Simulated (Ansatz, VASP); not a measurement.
## One calculation of Y, two programs

```
CELL_PARAMETERS angstrom
3.83407 0.00000 0.00000
-1.91704 3.32041 0.00000
0.00000 0.00000 6.03477
ATOMIC_POSITIONS crystal
Y 0.33333 0.66667 0.25000
Y 0.66667 0.33333 0.75000
```

Change from the starting cell: strain +0.050 along x and y, +0.050 along z, atoms carried along.

Alike in both runs: task single point; functional PBEsol; k mesh 18 × 18 × 8; occupations gaussian, width 0.15 eV; no spin polarisation.

|  | VASP | Ansatz |
| --- | --- | --- |
| version | VASP 6.6.1 | Ansatz 0.2.0 |
| potentials or method | VASP PAW PBE potentials, release 64 (Y_sv), cutoff 520 eV | scalar-relativistic, plane waves, PAW |
| valence electrons in the cell | 22 | 22 |

Ansatz gave:

| Item | Value |
| --- | --- |
| gap on the k mesh at the Fermi level (eV) | none |
| pressure (GPa) | -6.3 |
| traceless stress, the component that is largest in VASP (GPa) | -0.34 |

**Question.** What did VASP give for the same quantities?

**Answer.** gap on the k mesh at the Fermi level (eV): none; pressure (GPa): -6.4; traceless stress, the component that is largest in VASP (GPa): -0.34.

VASP's potentials were made for PBE, not for PBEsol. A gap of «none» marks a metal or a gap that the smearing closes. The functional is the same, so the differences come from potentials, cutoffs and numerics.
